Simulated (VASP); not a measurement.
Write the native input for VASP 6.6.1 that does the following.

| Property | Result |
| --- | --- |
| Task | single point |
| Functional | PBE |
| Potentials or basis | VASP PAW PBE potentials, release 64 (Si) |
| Cutoff | 520 eV |
| k mesh | 4 × 4 × 4 |
| Occupations | gaussian, width 0.1 eV |
| Spin | no spin polarisation |
| Dipole correction | no |
| Further INCAR settings | ALGO = Normal; EDIFF = 1e-06; NBANDS = 26 |

The structure of Si lies in POSCAR:

```
Si
1.0
    3.2008762645     -1.9341044126      0.9871488616
   -3.2008762645     -1.9341044126     -0.9871488616
    2.6576827269      1.9341044126    -12.4003255420
Si
8
Direct
    0.0625006497      0.0312495405      0.5937501902
    0.0625006497      0.5312495405      0.0937501902
    0.4374993502      0.7187504595      0.6562498098
    0.4374993502      0.2187504595      0.1562498098
    0.9374993503      0.4687504595      0.9062498098
    0.9374993503      0.9687504595      0.4062498098
    0.5625006497      0.7812495405      0.8437501902
    0.5625006497      0.2812495405      0.3437501902
```

One way to write it, as run:

INCAR

```
SYSTEM = Si
PREC = Accurate ; ENCUT = 520
EDIFF = 1E-6 ; ISMEAR = 0
SIGMA = 0.1 ; LREAL = .False.
LASPH = .True. ; NELM = 80
ALGO = Normal ; ISIF = 2
LWAVE = .False. ; LCHARG = .False.
GGA = PE ; NBANDS = 26
```

KPOINTS

```
regular mesh
0
Gamma
  4 4 4
  0 0 0
```

Potentials or basis: VASP PAW PBE potentials, release 64 (Si).

Run with:

```sh
$ cat potpaw_PBE.64/Si/POTCAR > POTCAR
$ mpirun -np 1 vasp_std > vasp.out
```

It gave:

* Pressure: 0.2 GPa
* Largest force: 0.023 eV/Å
* Band gap on the k mesh: 0.74 eV

Caveat: the k points lie up to 0.48 Å⁻¹ apart.

Wall time 73 s on 1 thread of AMD EPYC 7R43 64-Core Processor (Zen 3), with other jobs on the host, peak memory 0.26 GiB.
